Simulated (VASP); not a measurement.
# RbLaSn (P-6m2) in VASP: a series of runs

The runs below take RbLaSn through relaxation of cell and atoms, with PBE.

Program: VASP 6.6.1. These are calculated values, not measurements. Logs are shortened: lines on timing, memory, paths and dates and some standing lists are left out, and cuts for length are marked.

## (1) The cell of the first run

It takes space group P-6m2 (No. 187, hexagonal). Conventional cell: a = 5.036 Å, b = 5.036 Å, c = 4.887 Å, α = 90.00°, β = 90.00°, γ = 120.00°. Within 5.1 Å of Rb (site symmetry -6m2) lie 6 La at 3.80 Å and 6 Sn at 3.80 Å and 8 Rb at 4.89 to 5.04 Å. La (site symmetry -6m2) has 3 Sn at 2.91 Å and 6 Rb at 3.80 Å within 3.8 Å. Within 3.8 Å of Sn (site symmetry -6m2) lie 3 La at 2.91 Å and 6 Rb at 3.80 Å.

The cell was generated, and may not be a known phase.

## (2) Relaxation of cell and atoms, PBE

INCAR

```
PREC     = Accurate       # precision mode
ENCUT    = 600            # plane-wave cutoff, eV
EDIFF    = 1E-7           # SCF threshold, eV
ISMEAR   = 0              # smearing method
SIGMA    = 0.1            # smearing width, eV
LREAL    = F              # projectors in reciprocal space
LASPH    = T              # aspherical terms in the spheres
NELM     = 80             # most SCF steps
ALGO     = Normal         # electronic algorithm
ISIF     = 3              # what is computed and relaxed
LWAVE    = F              # write WAVECAR
LCHARG   = F              # write CHGCAR
GGA      = PE             # functional
IBRION   = 2              # ionic algorithm
NSW      = 90             # ionic steps
EDIFFG   = -0.04          # ionic threshold
```

KPOINTS

```
regular mesh
0
Gamma
  6 6 4
```

POSCAR

```
RbLaSn
1.0
    5.0358069700      0.0000000000      0.0000000000
   -2.5179034800      4.3611367600      0.0000000000
    0.0000000000      0.0000000000      4.8873786000
Rb La Sn
1 1 1
Direct
    0.0000000000      0.0000000000      0.0000000000
    0.3333333300      0.6666666700      0.5000000000
    0.6666666700      0.3333333300      0.5000000000
```

Potentials or basis: VASP PAW PBE potentials, release 64 (Rb_sv, La, Sn_d).

Launch:

```sh
> cat potpaw_PBE.64/Rb_sv/POTCAR potpaw_PBE.64/La/POTCAR potpaw_PBE.64/Sn_d/POTCAR > POTCAR
> mpirun -np 1 vasp_std > vasp.out
```

OUTCAR:

```text
PREC = Accurate
   ENCUT = 600
   EDIFF = 1E-7
   ISMEAR = 0
   LREAL = F
   LASPH = T
   NELM = 80
   ISIF = 3
   GGA = PE
   IBRION = 2
   NSW = 90
   EDIFFG = -0.04

 ion  position               nearest neighbor table
   1  0.000  0.000  0.000-   2 3.80   3 3.80   2 3.80   3 3.80   2 3.80   2 3.80   3 3.80   3 3.80
                             3 3.80   3 3.80   2 3.80   2 3.80
   2  0.333  0.667  0.500-   3 2.91   3 2.91   3 2.91   1 3.80   1 3.80   1 3.80   1 3.80   1 3.80
                             1 3.80
   3  0.667  0.333  0.500-   2 2.91   2 2.91   2 2.91   1 3.80   1 3.80   1 3.80   1 3.80   1 3.80
                             1 3.80

  LATTYP: Found a hexagonal cell.
 ALAT       =     5.0358069700
 C/A-ratio  =     0.9705254052

  Lattice vectors:

 A1 = (   5.0358069700,   0.0000000000,   0.0000000000)
 A2 = (  -2.5179034800,   4.3611367600,   0.0000000000)
 A3 = (   0.0000000000,   0.0000000000,   4.8873786000)

Analysis of symmetry for initial positions (statically):
=====================================================================
 Subroutine PRICEL returns:
 Original cell was already a primitive cell.

 Routine SETGRP: Setting up the symmetry group for a
 hexagonal supercell.

 Subroutine GETGRP returns: Found 12 space group operations
 (whereof 12 operations were pure point group operations)
 out of a pool of 24 trial point group operations.

The static configuration has the point symmetry D_3h.

Analysis of symmetry for dynamics (positions and initial velocities):
=====================================================================
 Subroutine PRICEL returns:
 Original cell was already a primitive cell.

 Routine SETGRP: Setting up the symmetry group for a
 hexagonal supercell.

 Subroutine GETGRP returns: Found 12 space group operations
 (whereof 12 operations were pure point group operations)
 out of a pool of 24 trial point group operations.

The dynamic configuration has the point symmetry D_3h.

 Subroutine INISYM returns: Found 12 space group operations
 (whereof 12 operations are pure point group operations),
 and found     1 'primitive' translations

----------------------------------------------------------------------------------------

                                     Primitive cell

  volume of cell :     107.3358

  direct lattice vectors                    reciprocal lattice vectors
     5.035806970  0.000000000  0.000000000     0.198577905  0.114649007  0.000000000
    -2.517903480  4.361136760  0.000000000     0.000000000  0.229298014  0.000000000
     0.000000000  0.000000000  4.887378600     0.000000000  0.000000000  0.204608663

  length of vectors
     5.035806970  5.035806964  4.887378600     0.229298014  0.229298014  0.204608663
[... 66 lines left out ...]
   ions per type =               1   1   1
   NGX,Y,Z   is equivalent  to a cutoff of  13.21, 13.21, 13.61 a.u.
   NGXF,Y,Z  is equivalent  to a cutoff of  26.41, 26.41, 27.21 a.u.
 SYSTEM =  unknown system
   PREC   = accura    normal or accurate (medium, high low for compatibility)
   ISTART =      0    job   : 0-new  1-cont  2-samecut
   ICHARG =      2    charge: 1-file 2-atom 10-const
   ISPIN  =      1    spin polarized calculation?
   LNONCOLLINEAR =      F non collinear calculations
   LSORBIT =      F    spin-orbit coupling
   LASPH  =      T    aspherical Exc in radial PAW
   ENCUT  =  600.0 eV  44.10 Ry    6.64 a.u.  10.06 10.06  9.76*2*pi/ulx,y,z
   NELM   =     80;   NELMIN=  2; NELMDL= -5     # of ELM steps
   EDIFF  = 0.1E-06   stopping-criterion for ELM
   LREAL  =      F    real-space projection
   EDIFFG = -.4E-01   stopping-criterion for IOM
   NSW    =     90    number of steps for IOM
   IBRION =      2    ionic relax: 0-MD 1-quasi-New 2-CG
   NFREE  =      1    steps in history (QN), initial steepest desc. (CG)
   ISIF   =      3    stress and relaxation
   ISYM   =      2    0-nonsym 1-usesym 2-fastsym
   POTIM  = 0.5000    time-step for ionic-motion
   TEBEG  =    0.0;   TEEND  =   0.0 temperature during run
   PSTRESS=    0.0 pullay stress
   NELECT =      34.0000    total number of electrons
   NUPDOWN=      -1.0000    fix difference up-down
   EMIN   =  10.00;   EMAX   =-10.00  energy-range for DOS
   EFERMI =   0.00;   METHOD = LEGACY
   ISMEAR =     0;   SIGMA  =   0.10  broadening in eV -4-tet -1-fermi 0-gaus
   EFERMI_NEDOS =   21; number of points for ismear=-14 and -15
   IALGO  =     38    algorithm
   IMIX   =      4    mixing-type and parameters
     AMIX     =   0.40;   BMIX     =  1.00
     AMIX_MAG =   1.60;   BMIX_MAG =  1.00
  volume/ion in A,a.u.               =      35.78       241.45
  Fermi-wavevector in a.u.,A,eV,Ry     =   1.115971  2.108879 16.944575  1.245391
  Thomas-Fermi vector in A             =   2.252581
   LORBIT       =      0    0 simple, 1 ext, 2 COOP (PROOUT), +10 PAW based schemes
   GGA     = PE    functional components
   LHFCALC =     F    Hartree Fock is set to
   AEXX    =    0.0000 exact exchange contribution
   IVDW    =     0    specifies the selected vdW correction
   LEPSILON=     F    determine dielectric tensor
   LRPA    =     F    only Hartree local field effects (RPA)
 conjugate gradient relaxation of ions
 non-spin polarized calculation
 Gauss-broadening in eV      SIGMA  =   0.10
  energy-cutoff  :      600.00
  volume of cell :      107.34
 maximum number of plane-waves:      3608
   NGX = 21   NGY = 21   NGZ = 19

--------------------------------------- Ionic step        1  -------------------------------------------

 number of electron      34.0000000 magnetization

 Free energy of the ion-electron system (eV)
  ---------------------------------------------------
  ext. energy  EPLUGINS =         0.00000000
  ---------------------------------------------------
  free energy    TOTEN  =        -8.99492903 eV

  energy without entropy =       -8.98442398  energy(sigma->0) =       -8.98967650

 E-fermi :   5.0634     XC(G=0):  -8.8658

 val. band max:        4.9901328451   @ k =   0.3333   0.1667   0.2500
 cond. band min:       5.1291077951   @ k =   0.5000  -0.0000   0.0000
 fundamental gap:      0.1389749500
 Fermi energy:         5.0634262421

 k-point     1 :       0.0000    0.0000    0.0000
  band No.  band energies     occupation
      1     -27.7881      2.00000
      2     -22.4109      2.00000
      3     -15.4792      2.00000
      4     -15.4792      2.00000
      5     -15.3734      2.00000
      6     -15.3665      2.00000
[... 788 lines left out ...]
--------------------------------------- Ionic step        9  -------------------------------------------

 number of electron      34.0000004 magnetization

 Free energy of the ion-electron system (eV)
  ---------------------------------------------------
  ext. energy  EPLUGINS =         0.00000000
  ---------------------------------------------------
  free energy    TOTEN  =        -9.75656574 eV

  energy without entropy =       -9.75455172  energy(sigma->0) =       -9.75555873

 E-fermi :   4.0817     XC(G=0):  -8.3118

 val. band max:        4.0219633279   @ k =   0.3333   0.3333   0.5000
 cond. band min:       4.1453940721   @ k =   0.3333   0.3333   0.5000
 fundamental gap:      0.1234307442
 Fermi energy:         4.0817455655

 k-point     1 :       0.0000    0.0000    0.0000
  band No.  band energies     occupation
      1     -29.5051      2.00000
      2     -23.5720      2.00000
      3     -16.4495      2.00000
      4     -16.4057      2.00000
      5     -16.4057      2.00000
      6     -16.3166      2.00000
[... 523 lines left out ...]
  FREE ENERGIE OF THE ION-ELECTRON SYSTEM (eV)
  ---------------------------------------------------
  free  energy   TOTEN  =        -9.7565657405 eV

  energy  without entropy=       -9.7545517193  energy(sigma->0) =       -9.75555873

 reached required accuracy - stopping structural energy minimisation
```

OSZICAR:

```text
N       E                     dE             d eps       ncg     rms          rms(c)
DAV:   1     0.355659191325E+03    0.35566E+03   -0.16368E+04   882   0.241E+03
DAV:   2     0.361971275296E+02   -0.31946E+03   -0.31079E+03  1242   0.417E+02
DAV:   3    -0.589665252652E+01   -0.42094E+02   -0.41396E+02  1172   0.193E+02
DAV:   4    -0.976324286723E+01   -0.38666E+01   -0.37976E+01  1688   0.460E+01
[... 107 lines left out ...]
DAV:   5    -0.975657006980E+01    0.31775E-04   -0.13802E-04  1578   0.947E-02    0.154E-02
DAV:   6    -0.975656727883E+01    0.27910E-05   -0.34947E-05  1562   0.530E-02    0.605E-03
DAV:   7    -0.975656635494E+01    0.92389E-06   -0.33625E-06  1371   0.153E-02    0.358E-03
DAV:   8    -0.975656578527E+01    0.56967E-06   -0.48279E-06  1551   0.132E-02    0.151E-03
DAV:   9    -0.975656574045E+01    0.44819E-07   -0.36654E-07  1028   0.382E-03
   9 F= -.97565657E+01 E0= -.97555587E+01  d E =-.467976E-01
```

CONTCAR:

```text
RbLaSn
   1.00000000000000
     5.6839970500993546    0.0000000007771581    0.0000000000000000
    -2.8419985187330581    4.9224858336380972    0.0000000000000000
    -0.0000000000000000   -0.0000000000000000    4.5024272585070477
  Rb              La              Sn
     1     1     1
Direct
     0.0000000000000000    0.0000000000000000    0.0000000000000000
     0.3333333300000021    0.6666666699999979    0.5000000000000000
     0.6666666699999979    0.3333333300000021    0.5000000000000000

  0.00000000E+00  0.00000000E+00  0.00000000E+00
  0.00000000E+00  0.00000000E+00  0.00000000E+00
  0.00000000E+00  0.00000000E+00  0.00000000E+00
```

Wall time 5.6 min (1 thread of Intel Xeon Platinum 8559C (Emerald Rapids), shared host); peak memory 0.3 GiB.

What came out:

| Quantity | Value |
| --- | --- |
| Free energy | -9.7566 eV |
| Relaxed volume | 41.99 Å³/atom |
| Relaxed cell | a = 5.684 Å, b = 5.684 Å, c = 4.502 Å, α = 90.00°, β = 90.00°, γ = 120.00° |
| Space group after relaxing (to 0.1 Å) | P-6m2 (No. 187) |
| Energy gained by relaxing | 253.9 meV/atom |
| Ionic steps | 9 |
| Pressure after relaxing | -0.1 GPa |

The path:
```csv
step,energy change (eV),largest force (eV/Å),pressure (GPa),volume (Å³)
1,0.0000,0.0000,8.65,107.34
2,-0.7055,0.0000,-0.72,139.98
3,-0.7146,0.0000,0.02,135.19
4,-0.7148,0.0000,-0.09,135.88
5,-0.7169,0.0000,-0.09,135.43
6,-0.7248,0.0000,-0.08,134.06
7,-0.7427,0.0000,-0.08,131.27
8,-0.7616,0.0000,-0.10,125.40
9,-0.7616,0.0000,-0.10,125.98
```

Final structure:
```cif
data_structure
_symmetry_space_group_name_H-M 'P 1'
_symmetry_Int_Tables_number 1
_cell_length_a 5.6840
_cell_length_b 5.6840
_cell_length_c 4.5024
_cell_angle_alpha 90.000
_cell_angle_beta 90.000
_cell_angle_gamma 120.000
_cell_volume 125.98
loop_
_atom_site_label
_atom_site_type_symbol
_atom_site_fract_x
_atom_site_fract_y
_atom_site_fract_z
_atom_site_occupancy
Rb1 Rb 0.00000 0.00000 0.00000 1
La1 La 0.33333 0.66667 0.50000 1
Sn1 Sn 0.66667 0.33333 0.50000 1
```

Caveat: the volume moved by over 15 % at a fixed basis, so the end points are rough; spin-orbit coupling is left out, which moves the levels of the heavy elements.

## (3) Relaxation of cell and atoms, PBE

This run uses another cell than the first one, of 42.09 Å³/atom.

INCAR

```
SYSTEM = RbLaSn
PREC     = Accurate       ! precision mode
ENCUT    = 600            ! plane-wave cutoff, eV
EDIFF    = 1E-7           ! SCF threshold, eV
ISMEAR   = 0              ! smearing method
SIGMA    = 0.01           ! smearing width, eV
LREAL    = .FALSE.        ! projectors in reciprocal space
LASPH    = .TRUE.         ! aspherical terms in the spheres
NELM     = 60             ! most SCF steps
ALGO     = Normal         ! electronic algorithm
ISIF     = 3              ! what is computed and relaxed
LWAVE    = .FALSE.        ! write WAVECAR
LCHARG   = .FALSE.        ! write CHGCAR
GGA      = PE             ! functional
IBRION   = 2              ! ionic algorithm
NSW      = 100            ! ionic steps
EDIFFG   = -0.01          ! ionic threshold
```

KPOINTS

```
Automatic mesh
0
G
  6 6 8
  0 0 0
```

POSCAR

```
RbLaSn
1.0
    5.6804613672      0.0000000000      0.0000000000
   -2.8402306836      4.9194238492      0.0000000000
    0.0000000000      0.0000000000      4.5189461820
Rb La Sn
1 1 1
Direct
    0.0000000000      0.0000000000      0.0000000000
    0.3333333333      0.6666666667      0.5000000000
    0.6666666667      0.3333333333      0.5000000000
```

Potentials or basis: VASP PAW PBE potentials, release 64 (Rb_sv, La, Sn_d).

Launch:

```sh
> cat potpaw_PBE.64/Rb_sv/POTCAR potpaw_PBE.64/La/POTCAR potpaw_PBE.64/Sn_d/POTCAR > POTCAR
> mpirun -np 1 vasp_std > vasp.out
```

Run time: 11 min. Hardware: 1 thread of Intel Xeon Platinum 8559C (Emerald Rapids), shared host; peak memory 0.39 GiB.

The run converged. Its results:

| Item | Value |
| --- | --- |
| Free energy | -9.7565 eV |
| Relaxed volume | 40.40 Å³/atom |
| Relaxed cell | a = 5.750 Å, b = 5.750 Å, c = 4.234 Å, α = 90.00°, β = 90.00°, γ = 120.00° |
| Space group after relaxing (to 0.1 Å) | P-6m2 (No. 187) |
| Energy gained by relaxing | 8.3 meV/atom |
| Ionic steps | 10 |
| Pressure after relaxing | 0.0 GPa |

The path:
```tsv
step	energy change (eV)	largest force (eV/Å)	pressure (GPa)	volume (Å³)
1	0.0000	0.0000	0.00	126.28
2	-0.0056	0.0000	-0.15	126.28
3	-0.0147	0.0000	-0.57	126.22
4	-0.0182	0.0000	-0.49	125.20
5	-0.0238	0.0000	-0.24	122.54
6	-0.0244	0.0000	-0.11	121.25
7	-0.0244	0.0000	-0.12	121.38
8	-0.0244	0.0000	-0.13	121.48
9	-0.0247	0.0000	-0.06	121.34
10	-0.0248	0.0000	0.00	121.21
```

Final structure:
```
Rb La Sn
1.0
     5.74960    0.00000    0.00000
    -2.87480    4.97930    0.00000
     0.00000    0.00000    4.23390
Rb La Sn
1 1 1
Cartesian
  0.0000 0.0000 0.0000
  0.0000 3.3195 2.1170
  2.8748 1.6598 2.1170
```

Levels at points of the mesh, in eV from the Fermi level:
```
           k point  band 13  band 14  band 15  band 16  band 17  band 18  band 19  band 20  band 21
(0.00, 0.00, 0.00)   -11.73    -6.94    -1.33    -1.33    -0.93     0.70     1.07     1.07     1.11
(0.50, 0.00, 0.00)   -11.73    -6.46    -2.09    -0.62    -0.59     0.70     0.88     1.02     1.08
(0.00, 0.00, 0.50)   -11.83    -6.14    -1.73    -1.15    -1.15     0.23     0.23     1.07     1.15
(0.50, 0.00, 0.50)   -11.84    -5.96    -1.75    -1.02    -0.21     0.48     0.80     1.08     1.15
```

Caveat: spin-orbit coupling is left out, which moves the levels of the heavy elements.
